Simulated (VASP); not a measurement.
# InSb (F-43m) in VASP: single point with PBEsol+U

Aim: the single point of InSb with PBEsol+U.

Program: VASP 6.6.1. These are calculated values, not measurements. Logs are shortened: lines on timing, memory, paths and dates and some standing lists are left out, and cuts for length are marked.

**1. The cell of the first run**

Symmetry: F-43m, No. 216, cubic system. Conventional cell: a = 6.183 Å, b = 6.183 Å, c = 6.183 Å, α = 90.00°, β = 90.00°, γ = 90.00°. In (site symmetry -43m) has 4 Sb at 2.68 Å within 3.5 Å. Sb (site symmetry -43m) has 4 In at 2.68 Å within 3.5 Å.

**2. Single point, PBEsol+U**

The input, INCAR:

```
  ALGO = Normal
  EDIFF = 1E-6
  ENCUT = 500
  GGA = PS
  GGA_COMPAT = False
  ISIF = 2
  ISMEAR = 1
  LASPH = True
  LCHARG = False
  LDAU = True
  LDAUJ = 0.86 0
  LDAUL = 2 -1
  LDAUPRINT = 1
  LDAUTYPE = 1
  LDAUU = 4.6 0
  LREAL = False
  LWAVE = False
  NBANDS = 21
  NELM = 200
  PREC = Accurate
  SIGMA = 0.24
```

The input, KPOINTS:

```
k-points
0
Gamma
  2 2 2
```

The input, POSCAR:

```
InSb
1.0
    0.0000000000      3.0916441803      3.0916441803
    3.0916441803      0.0000000000      3.0916441803
    3.0916441803      3.0916441803      0.0000000000
In Sb
1 1
Direct
    0.0000000000      0.0000000000      0.0000000000
    0.2500000000      0.2500000000      0.2500000000
```

Potentials or basis: VASP PAW PBE potentials, release 64 (In_d, Sb_d_GW).

Launch:

```console
cat potpaw_PBE.64/In_d/POTCAR potpaw_PBE.64/Sb_d_GW/POTCAR > POTCAR
mpirun -np 1 vasp_std > vasp.out
```

OUTCAR:

```text
EDIFF = 1E-6
   ENCUT = 500
   GGA = PS
   ISIF = 2
   ISMEAR = 1
   LASPH = True
   LREAL = False
   NELM = 200
   PREC = Accurate

 ion  position               nearest neighbor table
   1  0.000  0.000  0.000-   2 2.68   2 2.68   2 2.68   2 2.68
   2  0.250  0.250  0.250-   1 2.68   1 2.68   1 2.68   1 2.68

  LATTYP: Found a face centered cubic cell.
 ALAT       =     6.1832883606

  Lattice vectors:

 A1 = (   0.0000000000,   3.0916441803,   3.0916441803)
 A2 = (   3.0916441803,   0.0000000000,   3.0916441803)
 A3 = (   3.0916441803,   3.0916441803,   0.0000000000)

Analysis of symmetry for initial positions (statically):
=====================================================================
 Subroutine PRICEL returns:
 Original cell was already a primitive cell.

 Routine SETGRP: Setting up the symmetry group for a
 face centered cubic supercell.

 Subroutine GETGRP returns: Found 24 space group operations
 (whereof 24 operations were pure point group operations)
 out of a pool of 48 trial point group operations.

The static configuration has the point symmetry T_d .

Analysis of symmetry for dynamics (positions and initial velocities):
=====================================================================
 Subroutine PRICEL returns:
 Original cell was already a primitive cell.

 Routine SETGRP: Setting up the symmetry group for a
 face centered cubic supercell.

 Subroutine GETGRP returns: Found 24 space group operations
 (whereof 24 operations were pure point group operations)
 out of a pool of 48 trial point group operations.

The dynamic configuration has the point symmetry T_d .

 Subroutine INISYM returns: Found 24 space group operations
 (whereof 24 operations are pure point group operations),
 and found     1 'primitive' translations

----------------------------------------------------------------------------------------

                                     Primitive cell

  volume of cell :      59.1015

  direct lattice vectors                    reciprocal lattice vectors
     0.000000000  3.091644180  3.091644180    -0.161726244  0.161726244  0.161726244
     3.091644180  0.000000000  3.091644180     0.161726244 -0.161726244  0.161726244
     3.091644180  3.091644180  0.000000000     0.161726244  0.161726244 -0.161726244

  length of vectors
     4.372245130  4.372245130  4.372245130     0.280118071  0.280118071  0.280118071

  position of ions in fractional coordinates (direct lattice)
     0.000000000  0.000000000  0.000000000
     0.250000000  0.250000000  0.250000000

  ion indices of the primitive-cell ions
   primitive index   ion index
                 1           1
                 2           2

----------------------------------------------------------------------------------------

 KPOINTS: k-points

Automatic generation of k-mesh.
 Grid dimensions read from file:
 generate k-points for:    2    2    2

 Generating k-lattice:

  Cartesian coordinates                     Fractional coordinates (reciprocal lattice)
    -0.080863122  0.080863122  0.080863122     0.500000000  0.000000000  0.000000000
     0.080863122 -0.080863122  0.080863122     0.000000000  0.500000000  0.000000000
     0.080863122  0.080863122 -0.080863122     0.000000000  0.000000000  0.500000000

  Length of vectors
     0.140059035  0.140059035  0.140059035

  Shift w.r.t. Gamma in fractional coordinates (k-lattice)
     0.000000000  0.000000000  0.000000000

 Subroutine IBZKPT returns following result:
 ===========================================

 Found      3 irreducible k-points:

 Following reciprocal coordinates:
            Coordinates               Weight
  0.000000  0.000000  0.000000      1.000000
  0.500000  0.000000  0.000000      4.000000
  0.500000  0.500000  0.000000      3.000000
   k-points           NKPTS =      3   k-points in BZ     NKDIM =      3   number of bands    NBANDS=     21
   number of dos      NEDOS =    301   number of ions     NIONS =      2
   total plane-waves  NPLWV =  32768
   dimension x,y,z NGX =    32 NGY =   32 NGZ =   32
   dimension x,y,z NGXF=    64 NGYF=   64 NGZF=   64
   ions per type =               1   1
   NGX,Y,Z   is equivalent  to a cutoff of  12.17, 12.17, 12.17 a.u.
   NGXF,Y,Z  is equivalent  to a cutoff of  24.33, 24.33, 24.33 a.u.
 SYSTEM =  unknown system
   PREC   = accura    normal or accurate (medium, high low for compatibility)
   ISTART =      0    job   : 0-new  1-cont  2-samecut
   ICHARG =      2    charge: 1-file 2-atom 10-const
   ISPIN  =      1    spin polarized calculation?
   LNONCOLLINEAR =      F non collinear calculations
   LSORBIT =      F    spin-orbit coupling
   LASPH  =      T    aspherical Exc in radial PAW
   ENCUT  =  500.0 eV  36.75 Ry    6.06 a.u.   7.97  7.97  7.97*2*pi/ulx,y,z
   NELM   =    200;   NELMIN=  2; NELMDL= -5     # of ELM steps
   EDIFF  = 0.1E-05   stopping-criterion for ELM
   LREAL  =      F    real-space projection
   EDIFFG = 0.1E-04   stopping-criterion for IOM
   NSW    =      0    number of steps for IOM
   IBRION =     -1    ionic relax: 0-MD 1-quasi-New 2-CG
   NFREE  =      0    steps in history (QN), initial steepest desc. (CG)
   ISIF   =      2    stress and relaxation
   ISYM   =      2    0-nonsym 1-usesym 2-fastsym
   POTIM  = 0.5000    time-step for ionic-motion
   TEBEG  =    0.0;   TEEND  =   0.0 temperature during run
   PSTRESS=    0.0 pullay stress
   NELECT =      28.0000    total number of electrons
   NUPDOWN=      -1.0000    fix difference up-down
   EMIN   =  10.00;   EMAX   =-10.00  energy-range for DOS
   EFERMI =   0.00;   METHOD = LEGACY
   ISMEAR =     1;   SIGMA  =   0.24  broadening in eV -4-tet -1-fermi 0-gaus
   EFERMI_NEDOS =   21; number of points for ismear=-14 and -15
   IALGO  =     38    algorithm
   IMIX   =      4    mixing-type and parameters
     AMIX     =   0.40;   BMIX     =  1.00
     AMIX_MAG =   1.60;   BMIX_MAG =  1.00
  volume/ion in A,a.u.               =      29.55       199.42
  Fermi-wavevector in a.u.,A,eV,Ry     =   1.276227  2.411720 22.160570  1.628756
  Thomas-Fermi vector in A             =   2.408895
   LORBIT       =      0    0 simple, 1 ext, 2 COOP (PROOUT), +10 PAW based schemes
 LDA+U is selected, type is set to LDAUTYPE =  1
   angular momentum for each species LDAUL =     2   -1
   U (eV)           for each species LDAUU =   4.6  0.0
   J (eV)           for each species LDAUJ =   0.9  0.0
   GGA     = PS    functional components
   LHFCALC =     F    Hartree Fock is set to
   AEXX    =    0.0000 exact exchange contribution
   IVDW    =     0    specifies the selected vdW correction
   LEPSILON=     F    determine dielectric tensor
   LRPA    =     F    only Hartree local field effects (RPA)
 non-spin polarized calculation
 Methfessel and Paxton  Order N= 1 SIGMA  =   0.24
  energy-cutoff  :      500.00
  volume of cell :       59.10
 maximum number of plane-waves:      1524
 NGX is ok and might be reduce to    32
   NGX = 15   NGY = 15   NGZ = 15

atom =   1  type =  1  l = 2

 onsite density matrix

spin component  1

  1.0057 -0.0000 -0.0000 -0.0000  0.0000
 -0.0000  1.0057  0.0000 -0.0000  0.0000
 -0.0000  0.0000  0.9893 -0.0000  0.0000
 -0.0000 -0.0000 -0.0000  1.0057  0.0000
  0.0000  0.0000  0.0000  0.0000  0.9893

spin component  2

  1.0057 -0.0000 -0.0000 -0.0000  0.0000
 -0.0000  1.0057  0.0000 -0.0000  0.0000
 -0.0000  0.0000  0.9893 -0.0000  0.0000
 -0.0000 -0.0000 -0.0000  1.0057  0.0000
  0.0000  0.0000  0.0000  0.0000  0.9893

 occupancies and eigenvectors

  o =  0.9893  v =  0.0000  0.0000  0.9488  0.0000 -0.3159  0.0000  0.0000  0.0000  0.0000  0.0000      0.0000  0.0000  0.0000  0.0000  0.0000  0.0000  0.0000  0.0000  0.0000  0.0000
  o =  0.9893  v =  0.0000  0.0000  0.0000  0.0000  0.0000  0.0000  0.0000  0.9488  0.0000 -0.3159      0.0000  0.0000  0.0000  0.0000  0.0000  0.0000  0.0000  0.0000  0.0000  0.0000
  o =  0.9893  v =  0.0000 -0.0000  0.3159  0.0000  0.9488  0.0000  0.0000  0.0000  0.0000  0.0000      0.0000  0.0000  0.0000  0.0000  0.0000  0.0000  0.0000  0.0000  0.0000  0.0000
  o =  0.9893  v =  0.0000  0.0000  0.0000  0.0000  0.0000  0.0000 -0.0000  0.3159  0.0000  0.9488      0.0000  0.0000  0.0000  0.0000  0.0000  0.0000  0.0000  0.0000  0.0000  0.0000
  o =  1.0057  v =  0.0000  0.0000  0.0000  0.0000  0.0000  1.0000  0.0000  0.0000  0.0000  0.0000      0.0000  0.0000  0.0000  0.0000  0.0000  0.0000  0.0000  0.0000  0.0000  0.0000
  o =  1.0057  v =  1.0000  0.0000  0.0000  0.0000  0.0000  0.0000  0.0000  0.0000  0.0000  0.0000      0.0000  0.0000  0.0000  0.0000  0.0000  0.0000  0.0000  0.0000  0.0000  0.0000
  o =  1.0057  v =  0.0000  0.0000  0.0000  0.0000  0.0000  0.0000  0.5353  0.0000 -0.8447  0.0000      0.0000  0.0000  0.0000  0.0000  0.0000  0.0000  0.0000  0.0000  0.0000  0.0000
  o =  1.0057  v =  0.0000  0.5353  0.0000 -0.8447  0.0000  0.0000  0.0000  0.0000  0.0000  0.0000      0.0000  0.0000  0.0000  0.0000  0.0000  0.0000  0.0000  0.0000  0.0000  0.0000
  o =  1.0057  v =  0.0000 -0.8447  0.0000 -0.5353 -0.0000  0.0000  0.0000  0.0000  0.0000  0.0000      0.0000  0.0000  0.0000  0.0000  0.0000  0.0000  0.0000  0.0000  0.0000  0.0000
  o =  1.0057  v =  0.0000  0.0000  0.0000  0.0000  0.0000  0.0000 -0.8447  0.0000 -0.5353 -0.0000      0.0000  0.0000  0.0000  0.0000  0.0000  0.0000  0.0000  0.0000  0.0000  0.0000

 number of electron      28.0000018 magnetization

 Free energy of the ion-electron system (eV)
  ---------------------------------------------------
  ext. energy  EPLUGINS =         0.00000000
  ---------------------------------------------------
  free energy    TOTEN  =        -5.04969357 eV

  energy without entropy =       -5.06844327  energy(sigma->0) =       -5.05594347

 E-fermi :   6.2684     XC(G=0):  -9.4865

 val. band max:        5.7586536119   @ k =   0.0000   0.0000   0.0000
 cond. band min:       6.3968852688   @ k =   0.0000   0.0000   0.0000
 fundamental gap:      0.6382316569
 Fermi energy:         6.2684107545

 k-point     1 :       0.0000    0.0000    0.0000
  band No.  band energies     occupation
      1     -22.5498      2.00000
      2     -22.5498      2.00000
      3     -22.5498      2.00000
      4     -22.5213      2.00000
      5     -22.5213      2.00000
      6     -11.1079      2.00000
[... 13 lines left out ...]
     20      14.0955      0.00000
     21      14.0973      0.00000

 k-point     2 :       0.5000    0.0000    0.0000
  band No.  band energies     occupation
      1     -22.5497      2.00000
      2     -22.5485      2.00000
      3     -22.5485      2.00000
      4     -22.5196      2.00000
      5     -22.5196      2.00000
      6     -11.1520      2.00000
[... 13 lines left out ...]
     20      15.2654      0.00000
     21      15.2654      0.00000

 k-point     3 :       0.5000    0.5000    0.0000
  band No.  band energies     occupation
      1     -22.5523      2.00000
      2     -22.5466      2.00000
      3     -22.5466      2.00000
      4     -22.5220      2.00000
      5     -22.5165      2.00000
      6     -11.1922      2.00000
[... 13 lines left out ...]
     20      16.6379      0.00000
     21      16.9355      0.00000

------------------------ aborting loop because EDIFF is reached ----------------------------------------

  FORCE on cell =-STRESS in cart. coord.  units (eV):
  Direction    XX          YY          ZZ          XY          YZ          ZX
  --------------------------------------------------------------------------------------
  -------------------------------------------------------------------------------------
  Total        5.3094632      5.3094632      5.3094632      0.0000000     -0.0000000     -0.0000000
  in kB      143.9337657    143.9337657    143.9337657      0.0000000     -0.0000000     -0.0000000
  external PRESSURE =     143.9337657 kB  Pullay stress =       0.0000000 kB

 VOLUME and BASIS-vectors are now :
 -----------------------------------------------------------------------------
  energy-cutoff  :      500.00
  volume of cell :       59.10
      direct lattice vectors                 reciprocal lattice vectors
     0.000000000  3.091644180  3.091644180    -0.161726244  0.161726244  0.161726244
     3.091644180  0.000000000  3.091644180     0.161726244 -0.161726244  0.161726244
     3.091644180  3.091644180  0.000000000     0.161726244  0.161726244 -0.161726244

 POSITION                                       TOTAL-FORCE (eV/Angst)
 -----------------------------------------------------------------------------------
      0.00000      0.00000      0.00000        -0.000000      0.000000      0.000000
      1.54582      1.54582      1.54582         0.000000     -0.000000     -0.000000
 -----------------------------------------------------------------------------------
    total drift:                               -0.000001     -0.000001     -0.000001

  FREE ENERGIE OF THE ION-ELECTRON SYSTEM (eV)
  ---------------------------------------------------
  free  energy   TOTEN  =        -5.0496935696 eV

  energy  without entropy=       -5.0684432726  energy(sigma->0) =       -5.05594347
```

Wall time 4.3 s (1 thread of Intel Xeon 6975P-C (Granite Rapids), shared host); peak memory 0.18 GiB.

What came out:

- Free energy: -5.0497 eV
- Pressure: 14.4 GPa
- Band gap on the k mesh: 0.64 eV

Eigenvalues of the final occupation matrices:
```csv
site,spin,trace,eigenvalues
site 1 d,1,5.00,0.99 0.99 1.01 1.01 1.01
site 1 d,2,5.00,0.99 0.99 1.01 1.01 1.01
```

Caveat: the k points lie up to 0.88 Å⁻¹ apart, too coarse for converged energies, forces and pressures; semilocal functionals underestimate gaps, and a narrow one can read as zero; the PAW data sets were made with another functional, which shifts forces and pressure a little; spin-orbit coupling is left out, which moves the levels of the heavy elements; the U is typed as a test and isn't derived for this compound.
